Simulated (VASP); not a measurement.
CdSe (krp):

```
Cd Se
1.0
     0.00000    3.07027    3.07027
     3.07027    0.00000    3.07027
     3.07027    3.07027    0.00000
Cd Se
1 1
Direct
  0.00000 0.00000 0.00000
  0.25000 0.25000 0.25000
```

| Quantity | Value |
| --- | --- |
| Program | VASP 6.6.1 |
| Task | relaxation of cell and atoms |
| Functional | RPBE |
| Potentials or basis | VASP PAW PBE potentials, release 64 (Cd, Se) |
| Cutoff | 600 eV |
| k mesh | 8 × 8 × 8 |
| Occupations | gaussian, width 0.02 eV |
| Spin | no spin polarisation |

At the start: pressure 3.4 GPa; volume 28.94 Å³/atom.

Where does the relaxation end?

Over 9 steps the energy falls by 22.1 meV/atom and the volume is 31.16 Å³/atom (+7.7 %); space group F-43m (No. 216, to 0.05 Å).

Step by step:
```
step  energy change (eV)  largest force (eV/Å)  pressure (GPa)  volume (Å³)
   1              0.0000                0.0000            3.42        57.88
   2             -0.0426                0.0000           -0.54        63.21
   3             -0.0441                0.0000            0.02        62.30
   4             -0.0441                0.0000           -0.06        62.39
   5             -0.0441                0.0000           -0.01        62.30
   6             -0.0441                0.0000            0.02        62.27
   7             -0.0441                0.0000            0.03        62.29
   8             -0.0441                0.0000            0.02        62.30
   9             -0.0441                0.0000           -0.01        62.33
```

Final structure:
```cif
data_structure
_symmetry_space_group_name_H-M 'P 1'
_symmetry_Int_Tables_number 1
_cell_length_a 4.4504
_cell_length_b 4.4504
_cell_length_c 4.4504
_cell_angle_alpha 60.000
_cell_angle_beta 60.000
_cell_angle_gamma 60.000
_cell_volume 62.33
loop_
_atom_site_label
_atom_site_type_symbol
_atom_site_fract_x
_atom_site_fract_y
_atom_site_fract_z
_atom_site_occupancy
Cd1 Cd 0.00000 0.00000 0.00000 1
Se1 Se 0.25000 0.25000 0.25000 1
```

Caveat: the PAW data sets were made with another functional, which shifts forces and pressure a little.
